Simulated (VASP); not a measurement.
# TaNbO (I-4m2) in VASP: notebook

TaNbO is run at these levels: PBE; tasks: single point.

All numbers are computed with VASP 6.6.1; they aren't measurements. Logs are shortened: lines on timing, memory, paths and dates and some standing lists are left out, and cuts for length are marked.

### 1 The cell of the first run

It takes space group I-4m2 (No. 119, tetragonal). Conventional cell: a = 5.232 Å, b = 5.232 Å, c = 3.893 Å, α = 90.00°, β = 90.00°, γ = 90.00°. Ta (site symmetry -4m2) has 2 O at 1.95 Å within 2.6 Å. Nb (site symmetry -4m2) has 4 Ta at 2.79 Å and 4 O at 2.79 Å within 3.7 Å. O (site symmetry -4m2) has 2 Ta at 1.95 Å within 2.6 Å.

The cell was generated, and may not be a known phase.

### 2 Single point, PBE

INCAR

```
SYSTEM = TaNbO
  ALGO = Normal
  EDIFF = 1E-6
  ENCUT = 700
  GGA = PE
  GGA_COMPAT = .False.
  ISIF = 2
  ISMEAR = 0
  LASPH = .True.
  LCHARG = .False.
  LREAL = .False.
  LWAVE = .False.
  NBANDS = 23
  NELM = 120
  PREC = Accurate
  SIGMA = 0.1
```

KPOINTS

```
k-points
0
Gamma
  6 6 6
  0 0 0
```

POSCAR

```
TaNbO
1.0
   -2.6158458931      2.6158458931      1.9464112778
    2.6158458931     -2.6158458931      1.9464112778
    2.6158458931      2.6158458931     -1.9464112778
Ta Nb O
1 1 1
Direct
    0.7500000000      0.2500000000      0.5000000000
    0.5000000000      0.5000000000      0.0000000000
    0.2500000000      0.7500000000      0.5000000000
```

Potentials or basis: VASP PAW PBE potentials, release 64 (Ta_sv_GW, Nb_sv, O).

Launch:

```console
cat potpaw_PBE.64/Ta_sv_GW/POTCAR potpaw_PBE.64/Nb_sv/POTCAR potpaw_PBE.64/O/POTCAR > POTCAR
mpirun -np 1 vasp_std > vasp.out
```

OUTCAR:

```text
SYSTEM = TaNbO
   EDIFF = 1E-6
   ENCUT = 700
   GGA = PE
   ISIF = 2
   ISMEAR = 0
   LASPH = .True.
   LREAL = .False.
   NELM = 120
   PREC = Accurate

 ion  position               nearest neighbor table
   1  0.750  0.250  0.500-   3 1.95   3 1.95   2 2.79   2 2.79   2 2.79   2 2.79
   2  0.500  0.500  0.000-   1 2.79   1 2.79   1 2.79   1 2.79
   3  0.250  0.750  0.500-   1 1.95   1 1.95

  LATTYP: Found a body centered tetragonal cell.
 ALAT       =     5.2316917862
 C/A-ratio  =     0.7440848419

  Lattice vectors:

 A1 = (  -2.6158458931,   2.6158458931,   1.9464112778)
 A2 = (   2.6158458931,  -2.6158458931,   1.9464112778)
 A3 = (   2.6158458931,   2.6158458931,  -1.9464112778)

Analysis of symmetry for initial positions (statically):
=====================================================================
 Subroutine PRICEL returns:
 Original cell was already a primitive cell.

 Routine SETGRP: Setting up the symmetry group for a
 body centered tetragonal supercell.

 Subroutine GETGRP returns: Found  8 space group operations
 (whereof  8 operations were pure point group operations)
 out of a pool of 16 trial point group operations.

The static configuration has the point symmetry D_2d.

Analysis of symmetry for dynamics (positions and initial velocities):
=====================================================================
 Subroutine PRICEL returns:
 Original cell was already a primitive cell.

 Routine SETGRP: Setting up the symmetry group for a
 body centered tetragonal supercell.

 Subroutine GETGRP returns: Found  8 space group operations
 (whereof  8 operations were pure point group operations)
 out of a pool of 16 trial point group operations.

The dynamic configuration has the point symmetry D_2d.

 Subroutine INISYM returns: Found  8 space group operations
 (whereof  8 operations are pure point group operations),
 and found     1 'primitive' translations

----------------------------------------------------------------------------------------

                                     Primitive cell

  volume of cell :      53.2744

  direct lattice vectors                    reciprocal lattice vectors
    -2.615845893  2.615845893  1.946411278     0.000000000  0.191142759  0.256883016
     2.615845893 -2.615845893  1.946411278     0.191142759  0.000000000  0.256883016
     2.615845893  2.615845893 -1.946411278     0.191142759  0.191142759  0.000000000

  length of vectors
     4.180169415  4.180169415  4.180169415     0.320194376  0.320194376  0.270316682

  position of ions in fractional coordinates (direct lattice)
     0.750000000  0.250000000  0.500000000
     0.500000000  0.500000000  0.000000000
     0.250000000  0.750000000  0.500000000

  ion indices of the primitive-cell ions
   primitive index   ion index
                 1           1
                 2           2
                 3           3

----------------------------------------------------------------------------------------

 KPOINTS: k-points

Automatic generation of k-mesh.
 Grid dimensions read from file:
 generate k-points for:    6    6    6

 Generating k-lattice:

  Cartesian coordinates                     Fractional coordinates (reciprocal lattice)
     0.000000000  0.031857126  0.042813836     0.166666667  0.000000000  0.000000000
     0.031857126  0.000000000  0.042813836     0.000000000  0.166666667  0.000000000
     0.031857126  0.031857126  0.000000000     0.000000000  0.000000000  0.166666667

  Length of vectors
     0.053365729  0.053365729  0.045052780

  Shift w.r.t. Gamma in fractional coordinates (k-lattice)
     0.000000000  0.000000000  0.000000000

 Subroutine IBZKPT returns following result:
 ===========================================

 Found     30 irreducible k-points:

 Following reciprocal coordinates:
            Coordinates               Weight
  0.000000  0.000000  0.000000      1.000000
  0.166667  0.000000  0.000000      8.000000
  0.333333  0.000000  0.000000      8.000000
  0.500000  0.000000  0.000000      4.000000
  0.166667  0.166667  0.000000      8.000000
  0.333333  0.166667  0.000000     16.000000
[... 16 lines left out ...]
 -0.333333 -0.333333  0.166667      8.000000
 -0.166667 -0.333333  0.166667      8.000000
 [... further k-points ...]
   k-points           NKPTS =     30   k-points in BZ     NKDIM =     30   number of bands    NBANDS=     23
   number of dos      NEDOS =    301   number of ions     NIONS =      3
   total plane-waves  NPLWV =  46656
   dimension x,y,z NGX =    36 NGY =   36 NGZ =   36
   dimension x,y,z NGXF=    72 NGYF=   72 NGZF=   72
   ions per type =               1   1   1
   NGX,Y,Z   is equivalent  to a cutoff of  14.32, 14.32, 14.32 a.u.
   NGXF,Y,Z  is equivalent  to a cutoff of  28.63, 28.63, 28.63 a.u.
 SYSTEM =  TaNbO
   PREC   = accura    normal or accurate (medium, high low for compatibility)
   ISTART =      0    job   : 0-new  1-cont  2-samecut
   ICHARG =      2    charge: 1-file 2-atom 10-const
   ISPIN  =      1    spin polarized calculation?
   LNONCOLLINEAR =      F non collinear calculations
   LSORBIT =      F    spin-orbit coupling
   LASPH  =      T    aspherical Exc in radial PAW
   ENCUT  =  700.0 eV  51.45 Ry    7.17 a.u.   9.02  9.02  9.02*2*pi/ulx,y,z
   NELM   =    120;   NELMIN=  2; NELMDL= -5     # of ELM steps
   EDIFF  = 0.1E-05   stopping-criterion for ELM
   LREAL  =      F    real-space projection
   EDIFFG = 0.1E-04   stopping-criterion for IOM
   NSW    =      0    number of steps for IOM
   IBRION =     -1    ionic relax: 0-MD 1-quasi-New 2-CG
   NFREE  =      0    steps in history (QN), initial steepest desc. (CG)
   ISIF   =      2    stress and relaxation
   ISYM   =      2    0-nonsym 1-usesym 2-fastsym
   POTIM  = 0.5000    time-step for ionic-motion
   TEBEG  =    0.0;   TEEND  =   0.0 temperature during run
   PSTRESS=    0.0 pullay stress
   NELECT =      32.0000    total number of electrons
   NUPDOWN=      -1.0000    fix difference up-down
   EMIN   =  10.00;   EMAX   =-10.00  energy-range for DOS
   EFERMI =   0.00;   METHOD = LEGACY
   ISMEAR =     0;   SIGMA  =   0.10  broadening in eV -4-tet -1-fermi 0-gaus
   EFERMI_NEDOS =   21; number of points for ismear=-14 and -15
   IALGO  =     38    algorithm
   IMIX   =      4    mixing-type and parameters
     AMIX     =   0.40;   BMIX     =  1.00
     AMIX_MAG =   1.60;   BMIX_MAG =  1.00
  volume/ion in A,a.u.               =      17.76       119.84
  Fermi-wavevector in a.u.,A,eV,Ry     =   1.381291  2.610262 25.959438  1.907965
  Thomas-Fermi vector in A             =   2.506089
   LORBIT       =      0    0 simple, 1 ext, 2 COOP (PROOUT), +10 PAW based schemes
   GGA     = PE    functional components
   LHFCALC =     F    Hartree Fock is set to
   AEXX    =    0.0000 exact exchange contribution
   IVDW    =     0    specifies the selected vdW correction
   LEPSILON=     F    determine dielectric tensor
   LRPA    =     F    only Hartree local field effects (RPA)
 non-spin polarized calculation
 Gauss-broadening in eV      SIGMA  =   0.10
  energy-cutoff  :      700.00
  volume of cell :       53.27
 maximum number of plane-waves:      2264
   NGX = 19   NGY = 19   NGZ = 19

 number of electron      31.9999998 magnetization

 Free energy of the ion-electron system (eV)
  ---------------------------------------------------
  ext. energy  EPLUGINS =         0.00000000
  ---------------------------------------------------
  free energy    TOTEN  =       -29.32719722 eV

  energy without entropy =      -29.30924310  energy(sigma->0) =      -29.31822016

 E-fermi :   8.0669     XC(G=0): -11.3316

 val. band max:        8.0657103302   @ k =  -0.1667   0.1667   0.1667
 cond. band min:       8.0916558397   @ k =   0.5000   0.3333  -0.0000
 fundamental gap:      0.0259455096
 Fermi energy:         8.0668934046

 k-point     1 :       0.0000    0.0000    0.0000
  band No.  band energies     occupation
      1     -60.0151      2.00000
      2     -47.0294      2.00000
      3     -26.8695      2.00000
      4     -26.4429      2.00000
      5     -26.4429      2.00000
      6     -23.0684      2.00000
[... 15 lines left out ...]
     22      12.6387      0.00000
     23      14.0978      0.00000

 k-point     2 :       0.1667    0.0000    0.0000
  band No.  band energies     occupation
      1     -60.0147      2.00000
      2     -47.0290      2.00000
      3     -26.9143      2.00000
      4     -26.4460      2.00000
      5     -26.4350      2.00000
      6     -23.0910      2.00000
[... 15 lines left out ...]
     22      12.2482      0.00000
     23      14.8689      0.00000

 k-point     3 :       0.3333    0.0000    0.0000
  band No.  band energies     occupation
      1     -60.0139      2.00000
      2     -47.0283      2.00000
      3     -27.0026      2.00000
      4     -26.4521      2.00000
      5     -26.4211      2.00000
      6     -23.1154      2.00000
[... 15 lines left out ...]
     22      12.0810      0.00000
     23      13.4029      0.00000

 k-point     4 :       0.5000    0.0000    0.0000
  band No.  band energies     occupation
      1     -60.0135      2.00000
      2     -47.0279      2.00000
      3     -27.0463      2.00000
      4     -26.4552      2.00000
      5     -26.4150      2.00000
      6     -23.1208      2.00000
[... 15 lines left out ...]
     22      11.7833      0.00000
     23      12.8030      0.00000

 k-point     5 :       0.1667    0.1667    0.0000
  band No.  band energies     occupation
      1     -60.0140      2.00000
      2     -47.0282      2.00000
      3     -27.0002      2.00000
      4     -26.4419      2.00000
      5     -26.4363      2.00000
      6     -23.1053      2.00000
[... 15 lines left out ...]
     22      11.8738      0.00000
     23      14.6683      0.00000

 k-point     6 :       0.3333    0.1667    0.0000
  band No.  band energies     occupation
      1     -60.0135      2.00000
      2     -47.0279      2.00000
      3     -27.0464      2.00000
      4     -26.4466      2.00000
      5     -26.4235      2.00000
      6     -23.1189      2.00000
[... 15 lines left out ...]
     22      12.2243      0.00000
     23      12.8825      0.00000

 k-point     7 :       0.5000    0.1667   -0.0000
  band No.  band energies     occupation
      1     -60.0137      2.00000
      2     -47.0285      2.00000
      3     -27.0078      2.00000
      4     -26.4480      2.00000
      5     -26.4150      2.00000
      6     -23.1241      2.00000
[... 353 lines left out ...]
     22      11.9542      0.00000
     23      11.9996      0.00000

 k-point    21 :      -0.3333    0.5000    0.1667
  band No.  band energies     occupation
      1     -60.0141      2.00000
      2     -47.0290      2.00000
      3     -26.9236      2.00000
      4     -26.4599      2.00000
      5     -26.4375      2.00000
      6     -23.1169      2.00000
[... 15 lines left out ...]
     22      11.5296      0.00000
     23      12.7741      0.00000

 k-point    22 :      -0.1667    0.5000    0.1667
  band No.  band energies     occupation
      1     -60.0136      2.00000
      2     -47.0281      2.00000
      3     -27.0042      2.00000
      4     -26.4633      2.00000
      5     -26.4322      2.00000
      6     -23.1147      2.00000
[... 15 lines left out ...]
     22      11.8339      0.00000
     23      12.3565      0.00000

 k-point    23 :      -0.3333   -0.3333    0.1667
  band No.  band energies     occupation
      1     -60.0136      2.00000
      2     -47.0278      2.00000
      3     -27.0024      2.00000
      4     -26.4586      2.00000
      5     -26.4531      2.00000
      6     -23.1089      2.00000
[... 15 lines left out ...]
     22      11.6915      0.00000
     23      12.7491      0.00000

 k-point    24 :      -0.1667   -0.3333    0.1667
  band No.  band energies     occupation
      1     -60.0135      2.00000
      2     -47.0274      2.00000
      3     -27.0393      2.00000
      4     -26.4557      2.00000
      5     -26.4456      2.00000
      6     -23.1125      2.00000
[... 15 lines left out ...]
     22      11.7491      0.00000
     23      13.9420      0.00000

 [... further k-points ...]
[... 5 lines left out ...]
  --------------------------------------------------------------------------------------
  -------------------------------------------------------------------------------------
  Total       -0.0660325     -0.0660325      0.0447230      0.0000000     -0.0000000      0.0000000
  in kB       -1.9858649     -1.9858649      1.3450023      0.0000000     -0.0000000      0.0000000
  external PRESSURE =      -0.8755758 kB  Pullay stress =       0.0000000 kB

 VOLUME and BASIS-vectors are now :
 -----------------------------------------------------------------------------
  energy-cutoff  :      700.00
  volume of cell :       53.27
      direct lattice vectors                 reciprocal lattice vectors
    -2.615845893  2.615845893  1.946411278     0.000000000  0.191142759  0.256883016
     2.615845893 -2.615845893  1.946411278     0.191142759  0.000000000  0.256883016
     2.615845893  2.615845893 -1.946411278     0.191142759  0.191142759  0.000000000

 POSITION                                       TOTAL-FORCE (eV/Angst)
 -----------------------------------------------------------------------------------
     -0.00000      2.61585      0.97321        -0.000000      0.000000     -0.000000
      0.00000      0.00000      1.94641         0.000000     -0.000000      0.000000
      2.61585     -0.00000      0.97321        -0.000000      0.000000     -0.000000
 -----------------------------------------------------------------------------------
    total drift:                                0.000000     -0.000000      0.000000

  FREE ENERGIE OF THE ION-ELECTRON SYSTEM (eV)
  ---------------------------------------------------
  free  energy   TOTEN  =       -29.3271972156 eV

  energy  without entropy=      -29.3092430970  energy(sigma->0) =      -29.31822016
```

It took 81 s on 1 thread of Intel Xeon 6975P-C (Granite Rapids), shared host; peak memory 0.25 GiB.

Results:

* Free energy: -29.3272 eV
* Pressure: -0.1 GPa
* Band gap on the k mesh: zero (bands 16 and 17 overlap by 1.42 eV)

Levels at points of the mesh, in eV from the Fermi level:
| k point | band 14 | band 15 | band 16 | band 17 | band 18 | band 19 |
| --- | --- | --- | --- | --- | --- | --- |
| (0.00, 0.00, 0.00) | -3.15 | -1.59 | -0.09 | 0.18 | 0.18 | 0.76 |
| (0.50, 0.00, 0.00) | -1.47 | -1.20 | 0.33 | 0.66 | 1.29 | 1.88 |
| (0.50, 0.50, 0.00) | -2.25 | -0.81 | -0.57 | -0.55 | 0.15 | 0.76 |
| (0.50, 0.50, 0.50) | -1.70 | -0.15 | 0.87 | 0.87 | 1.07 | 1.28 |

Caveat: spin-orbit coupling is left out, which moves the levels of the heavy elements.

(Continued in part 2 of 2.)

The gap in the log of VASP goes by the Fermi energy; the results here count the filled bands.